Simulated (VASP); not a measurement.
# SrO (I4/mmm) in VASP: a series of runs

SrO is run at these levels: PBE; tasks: single point.

Program: VASP 6.6.1. These are calculated values, not measurements. Logs are shortened: lines on timing, memory, paths and dates and some standing lists are left out, and cuts for length are marked.

## 1. The cell of the first run

The structure is tetragonal, space group I4/mmm (No. 139). Conventional cell: a = 3.673 Å, b = 3.673 Å, c = 5.403 Å, α = 90.00°, β = 90.00°, γ = 90.00°. Within 3.4 Å of Sr (site symmetry 4/mmm) lie 6 O at 2.60 to 2.70 Å. Within 3.4 Å of O (site symmetry 4/mmm) lie 6 Sr at 2.60 to 2.70 Å.

## 2. Single point, PBE (strain +0.000 along x and y, +0.040 along z)

The input, INCAR:

```
PREC = Accurate
ENCUT = 520
EDIFF = 1E-6
ISMEAR = 0
SIGMA = 0.05
LREAL = False
LASPH = True
NELM = 80
ALGO = Normal
ISIF = 2
LWAVE = False
LCHARG = False
GGA = PE
NBANDS = 15
```

The input, KPOINTS:

```
Automatic mesh
0
Gamma
  8 8 8
```

The input, POSCAR:

```
SrO
1.0
    0.0000000000      2.5973917585      2.7012874288
    2.5973917585      0.0000000000      2.7012874288
    2.5973917585      2.5973917585      0.0000000000
Sr O
1 1
Direct
    0.0000000000      0.0000000000      0.0000000000
    0.5000000000      0.5000000000      0.5000000000
```

Potentials or basis: VASP PAW PBE potentials, release 64 (Sr_sv, O).

Started as:

```console
cat potpaw_PBE.64/Sr_sv/POTCAR potpaw_PBE.64/O/POTCAR > POTCAR
mpirun -np 1 vasp_std > vasp.out
```

OUTCAR:

```text
PREC = Accurate
   ENCUT = 520
   EDIFF = 1E-6
   ISMEAR = 0
   LREAL = False
   LASPH = True
   NELM = 80
   ISIF = 2
   GGA = PE

 ion  position               nearest neighbor table
   1  0.000  0.000  0.000-   2 2.60   2 2.60   2 2.60   2 2.60   2 2.70   2 2.70
   2  0.500  0.500  0.500-   1 2.60   1 2.60   1 2.60   1 2.60   1 2.70   1 2.70

  LATTYP: Found a body centered tetragonal cell.
 ALAT       =     3.6732666517
 C/A-ratio  =     1.4707821048

  Lattice vectors:

 A1 = (  -2.5973917585,   0.0000000000,   2.7012874288)
 A2 = (   2.5973917585,   0.0000000000,   2.7012874288)
 A3 = (   0.0000000000,   2.5973917585,  -2.7012874288)

Analysis of symmetry for initial positions (statically):
=====================================================================
 Subroutine PRICEL returns:
 Original cell was already a primitive cell.

 Routine SETGRP: Setting up the symmetry group for a
 body centered tetragonal supercell.

 Subroutine GETGRP returns: Found 16 space group operations
 (whereof 16 operations were pure point group operations)
 out of a pool of 16 trial point group operations.

The static configuration has the point symmetry D_4h.

Analysis of symmetry for dynamics (positions and initial velocities):
=====================================================================
 Subroutine PRICEL returns:
 Original cell was already a primitive cell.

 Routine SETGRP: Setting up the symmetry group for a
 body centered tetragonal supercell.

 Subroutine GETGRP returns: Found 16 space group operations
 (whereof 16 operations were pure point group operations)
 out of a pool of 16 trial point group operations.

The dynamic configuration has the point symmetry D_4h.

 Subroutine INISYM returns: Found 16 space group operations
 (whereof 16 operations are pure point group operations),
 and found     1 'primitive' translations

----------------------------------------------------------------------------------------

                                     Primitive cell

  volume of cell :      36.4482

  direct lattice vectors                    reciprocal lattice vectors
     0.000000000  2.597391759  2.701287429    -0.192500803  0.192500803  0.185096926
     2.597391759  0.000000000  2.701287429     0.192500803 -0.192500803  0.185096926
     2.597391759  2.597391759  0.000000000     0.192500803  0.192500803 -0.185096926

  length of vectors
     3.747452164  3.747452164  3.673266652     0.329202051  0.329202051  0.329202051

  position of ions in fractional coordinates (direct lattice)
[... 85 lines left out ...]
   ISIF   =      2    stress and relaxation
   ISYM   =      2    0-nonsym 1-usesym 2-fastsym
   POTIM  = 0.5000    time-step for ionic-motion
   TEBEG  =    0.0;   TEEND  =   0.0 temperature during run
   PSTRESS=    0.0 pullay stress
   NELECT =      16.0000    total number of electrons
   NUPDOWN=      -1.0000    fix difference up-down
   EMIN   =  10.00;   EMAX   =-10.00  energy-range for DOS
   EFERMI =   0.00;   METHOD = LEGACY
   ISMEAR =     0;   SIGMA  =   0.05  broadening in eV -4-tet -1-fermi 0-gaus
   EFERMI_NEDOS =   21; number of points for ismear=-14 and -15
   IALGO  =     38    algorithm
   IMIX   =      4    mixing-type and parameters
     AMIX     =   0.40;   BMIX     =  1.00
     AMIX_MAG =   1.60;   BMIX_MAG =  1.00
  volume/ion in A,a.u.               =      18.22       122.98
  Fermi-wavevector in a.u.,A,eV,Ry     =   1.244198  2.351194 21.062217  1.548029
  Thomas-Fermi vector in A             =   2.378476
   LORBIT       =      0    0 simple, 1 ext, 2 COOP (PROOUT), +10 PAW based schemes
   GGA     = PE    functional components
   LHFCALC =     F    Hartree Fock is set to
   AEXX    =    0.0000 exact exchange contribution
   IVDW    =     0    specifies the selected vdW correction
   LEPSILON=     F    determine dielectric tensor
   LRPA    =     F    only Hartree local field effects (RPA)
 non-spin polarized calculation
 Gauss-broadening in eV      SIGMA  =   0.05
  energy-cutoff  :      520.00
  volume of cell :       36.45
 maximum number of plane-waves:      1008
   NGX = 13   NGY = 13   NGZ = 13

 number of electron      16.0000003 magnetization

 Free energy of the ion-electron system (eV)
  ---------------------------------------------------
  ext. energy  EPLUGINS =         0.00000000
  ---------------------------------------------------
  free energy    TOTEN  =       -12.03549458 eV

  energy without entropy =      -12.03549458  energy(sigma->0) =      -12.03549458

 E-fermi :   1.6874     XC(G=0):  -9.6986

 val. band max:        1.3825661003   @ k =   0.0000   0.0000   0.0000
 cond. band min:       4.6054056509   @ k =   0.5000   0.0000   0.5000
 fundamental gap:      3.2228395506
 Fermi energy:         1.6874270932

 k-point     1 :       0.0000    0.0000    0.0000
  band No.  band energies     occupation
      1     -31.2903      2.00000
      2     -13.6586      2.00000
      3     -13.0212      2.00000
      4     -12.9800      2.00000
      5     -12.9800      2.00000
      6       1.2808      2.00000
      7       1.3826      2.00000
      8       1.3826      2.00000
      9       4.8214      0.00000
     10       7.2214      0.00000
     11       7.5001      0.00000
     12       7.5001      0.00000
     13       9.2174      0.00000
     14       9.6600      0.00000
[... 401 lines left out ...]
      2     -14.8105      2.00000
      3     -13.1347      2.00000
      4     -13.0762      2.00000
      5     -12.0448      2.00000
      6      -0.2192      2.00000
      7       0.5554      2.00000
      8       0.7258      2.00000
      9       6.7915      0.00000
     10       7.7949      0.00000
     11       9.4538      0.00000
     12       9.6344      0.00000
     13      11.2236      0.00000
     14      11.9642      0.00000
     15      16.2531      0.00000

 [... further k-points ...]
[... 5 lines left out ...]
  --------------------------------------------------------------------------------------
  -------------------------------------------------------------------------------------
  Total       -0.2729849     -0.2729849     -1.0540110      0.0000000     -0.0000000     -0.0000000
  in kB      -11.9997876    -11.9997876    -46.3318880      0.0000000     -0.0000000     -0.0000000
  external PRESSURE =     -23.4438211 kB  Pullay stress =       0.0000000 kB

 VOLUME and BASIS-vectors are now :
 -----------------------------------------------------------------------------
  energy-cutoff  :      520.00
  volume of cell :       36.45
      direct lattice vectors                 reciprocal lattice vectors
     0.000000000  2.597391759  2.701287429    -0.192500803  0.192500803  0.185096926
     2.597391759  0.000000000  2.701287429     0.192500803 -0.192500803  0.185096926
     2.597391759  2.597391759  0.000000000     0.192500803  0.192500803 -0.185096926

 POSITION                                       TOTAL-FORCE (eV/Angst)
 -----------------------------------------------------------------------------------
      0.00000      0.00000      0.00000        -0.000000      0.000000     -0.000000
      2.59739      2.59739      2.70129         0.000000     -0.000000      0.000000
 -----------------------------------------------------------------------------------
    total drift:                                0.000000      0.000000      0.000000

  FREE ENERGIE OF THE ION-ELECTRON SYSTEM (eV)
  ---------------------------------------------------
  free  energy   TOTEN  =       -12.0354945788 eV

  energy  without entropy=      -12.0354945788  energy(sigma->0) =      -12.03549458
```

OSZICAR:

```text
N       E                     dE             d eps       ncg     rms          rms(c)
DAV:   1     0.693074114594E+02    0.69307E+02   -0.83793E+03  1770   0.103E+03
DAV:   2    -0.109796268345E+02   -0.80287E+02   -0.72843E+02  2465   0.216E+02
DAV:   3    -0.141841994333E+02   -0.32046E+01   -0.31886E+01  2294   0.399E+01
DAV:   4    -0.142460282891E+02   -0.61829E-01   -0.61823E-01  2285   0.535E+00
DAV:   5    -0.142473485161E+02   -0.13202E-02   -0.13202E-02  2287   0.586E-01    0.147E+01
DAV:   6    -0.122109285073E+02    0.20364E+01   -0.70103E+00  1840   0.191E+01    0.172E+01
DAV:   7    -0.120454967452E+02    0.16543E+00   -0.35561E-01  2015   0.513E+00    0.993E+00
DAV:   8    -0.120340377948E+02    0.11459E-01   -0.12709E-01  2232   0.362E+00    0.362E-01
DAV:   9    -0.120348379458E+02   -0.80015E-03   -0.68244E-03  2174   0.540E-01    0.239E-01
DAV:  10    -0.120352944897E+02   -0.45654E-03   -0.44572E-04  1945   0.205E-01    0.934E-02
DAV:  11    -0.120354732307E+02   -0.17874E-03   -0.19473E-04  1903   0.102E-01    0.279E-02
DAV:  12    -0.120354951784E+02   -0.21948E-04   -0.31661E-05  1903   0.390E-02    0.180E-02
DAV:  13    -0.120354945788E+02    0.59965E-06   -0.10756E-06  1830   0.104E-02
   1 F= -.12035495E+02 E0= -.12035495E+02  d E =-.788334E-20
```

stdout:

```text
POSCAR found type information on POSCAR SrO
 POSCAR found :  2 types and       2 ions
 scaLAPACK will be used
 LDA part: xc-table for (Slater+PW92), standard interpolation
 POSCAR, INCAR and KPOINTS ok, starting setup
 FFT: planning ... GRIDC
 FFT: planning ... GRID_SOFT
 FFT: planning ... GRID
 WAVECAR not read
 entering main loop
```

It used 28 s of CPU time on 1 thread of Intel Xeon 6975P-C, with other jobs on the host.

What came out:

```
Free energy            : -12.0355 eV
Pressure               : -2.3 GPa
Band gap on the k mesh : 3.22 eV, indirect (least direct gap 3.35 eV)
```

Caveat: the cell differs from its parent crystal (strain +0.000 along x and y, +0.040 along z). A k mesh can miss the band edges.

## 3. Single point, PBE (strain +0.040 along x and y, +0.080 along z)

The input, INCAR:

```
SYSTEM = SrO
PREC = Accurate
ENCUT = 520
EDIFF = 1E-6
ISMEAR = 0
SIGMA = 0.05
LREAL = .FALSE.
LASPH = .TRUE.
NELM = 80
ALGO = Normal
ISIF = 2
LWAVE = .FALSE.
LCHARG = .FALSE.
GGA = PE
NBANDS = 15
```

The input, KPOINTS:

```
Automatic mesh
0
G
  8 8 8
  0 0 0
```

The input, POSCAR:

```
SrO
1.0
    0.0000000000      2.7012874288      2.8051830992
    2.7012874288      0.0000000000      2.8051830992
    2.7012874288      2.7012874288      0.0000000000
Sr O
1 1
Direct
    0.0000000000      0.0000000000      0.0000000000
    0.5000000000      0.5000000000      0.5000000000
```

Potentials or basis: VASP PAW PBE potentials, release 64 (Sr_sv, O).

Started as:

```console
cat potpaw_PBE.64/Sr_sv/POTCAR potpaw_PBE.64/O/POTCAR > POTCAR
mpirun -np 1 vasp_std > vasp.out
```

It took 38 s on 1 thread of Intel Xeon 6975P-C, shared host; peak memory 0.19 GiB.

The run converged. Its results:

* Free energy: -11.8708 eV
* Pressure: -8.9 GPa
* Band gap on the k mesh: 2.76 eV, direct

Stress tensor (GPa, compression positive):
```
-8.47  0.00  0.00
 0.00 -8.47  0.00
 0.00  0.00 -9.69
```

Levels at points of the mesh, in eV from the valence-band top:
```
           k point  band 5  band 6  band 7  band 8  band 9  band 10  band 11  band 12
(0.00, 0.00, 0.00)  -14.89   -0.06    0.00    0.00    2.76     5.59     5.82     5.82
(0.50, 0.00, 0.00)  -13.65   -1.86   -0.86   -0.85    5.73     7.01     7.75     7.82
(0.50, 0.50, 0.00)  -14.82   -0.77   -0.16   -0.16    3.35     6.48     8.65     8.98
(0.50, 0.00, 0.50)  -14.82   -0.62   -0.24   -0.18    3.24     6.47     8.85     8.95
```

Caveat: the cell differs from its parent crystal (strain +0.040 along x and y, +0.080 along z). A k mesh can miss the band edges.
